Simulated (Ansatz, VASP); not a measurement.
**Ni in VASP and in Ansatz**

POSCAR

```
Ni
1.0
    0.0000000000      1.7585000000      1.7585000000
    1.7585000000      0.0000000000      1.7585000000
    1.7585000000      1.7585000000      0.0000000000
Ni
1
Direct
    0.0000000000      0.0000000000      0.0000000000
```

INCAR.step1

```
ALGO     = Normal         # electronic algorithm
EDIFF    = 1E-4           # SCF threshold, eV
ENCUT    = 520            # plane-wave cutoff, eV
GGA      = PE             # functional
ISMEAR   = -1             # smearing method
ISPIN    = 2              # spin polarisation
LASPH    = T              # aspherical terms in the spheres
LCHARG   = F              # write CHGCAR
LMAXMIX  = 4              # l up to which the mixer works
LREAL    = F              # projectors in reciprocal space
LWAVE    = T              # write WAVECAR
MAGMOM   = 2              # initial moments
NBANDS   = 15             # bands
NELM     = 150            # most SCF steps
PREC     = Accurate       # precision mode
SIGMA    = 0.05           # smearing width, eV
```

INCAR.step2

```
ALGO     = Normal         # electronic algorithm
EDIFF    = 1E-6           # SCF threshold, eV
ENCUT    = 520            # plane-wave cutoff, eV
ISIF     = 2              # what is computed and relaxed
ISMEAR   = -1             # smearing method
ISPIN    = 2              # spin polarisation
ISTART   = 1            
LASPH    = T              # aspherical terms in the spheres
LCHARG   = T              # write CHGCAR
LELF     = T              # ELF
LMAXMIX  = 4              # l up to which the mixer works
LMIXTAU  = T            
LORBIT   = 11             # projections on sites
LREAL    = F              # projectors in reciprocal space
LVHAR    = T            
LWAVE    = F              # write WAVECAR
MAGMOM   = 2              # initial moments
METAGGA  = R2SCAN         # meta-GGA
NBANDS   = 15             # bands
NELM     = 150            # most SCF steps
PREC     = Accurate       # precision mode
SIGMA    = 0.05           # smearing width, eV
```

The input KPOINTS:

```
k-points
0
Gamma
  13 13 13
```

Input for Ansatz:

```yaml
crystal:
  lattice:
    - [0.0, 1.7585, 1.7585]
    - [1.7585, 0.0, 1.7585]
    - [1.7585, 1.7585, 0.0]
  atoms:
    - { symbol: Ni, position: [0.0, 0.0, 0.0], spin: 2.0 }
magnetization:
  spin_polarized: true
hamiltonian:
  xc: r2scan
  pseudopotentials: { kind: paw }
basis:
  ecutwfc: 500
kpoints:
  mp_grid: { grid: [13, 13, 13] }
scf:
  occupations: { method: fermi_dirac, width: 0.05 }
  lower_state_search: "off"
  algorithm: density_mixing
  max_iter: 60
  mixing: { algorithm: anderson, ndim: 8, beta: 0.8, preconditioner: none }
output:
  forces: true
  stress: true
```

Alike in both runs: task single point; functional r2SCAN; k mesh 13 × 13 × 13; occupations fermi-dirac, width 0.05 eV; collinear spin.

|  | VASP | Ansatz |
| --- | --- | --- |
| version | VASP 6.6.1 | Ansatz 0.2.0 |
| potentials or method | VASP PAW PBE potentials, release 64 (Ni), cutoff 520 eV | PAW, plane waves, scalar-relativistic |
| valence electrons in the cell | 10 | 18 |

|  | VASP | Ansatz | Ansatz less VASP |
| --- | --- | --- | --- |
| pressure (GPa) | -6.6 | -6.8 | -0.17 |
| net moment per atom (μB) | 0.70 | 0.75 | +0.046 |
| size of the moment on the site where the two differ most (μB) | 0.73 | 0.82 | +0.090 |

VASP's potentials were made for PBE, not for r2SCAN. Site moments also hang on the region over which each program counts them. The functional is the same, so the differences come from potentials, cutoffs and numerics. VASP's potentials hold 10 valence electrons a cell and Ansatz's 18, so a difference there can come from the potentials and not from the codes. Ansatz's warnings: stability check not made.
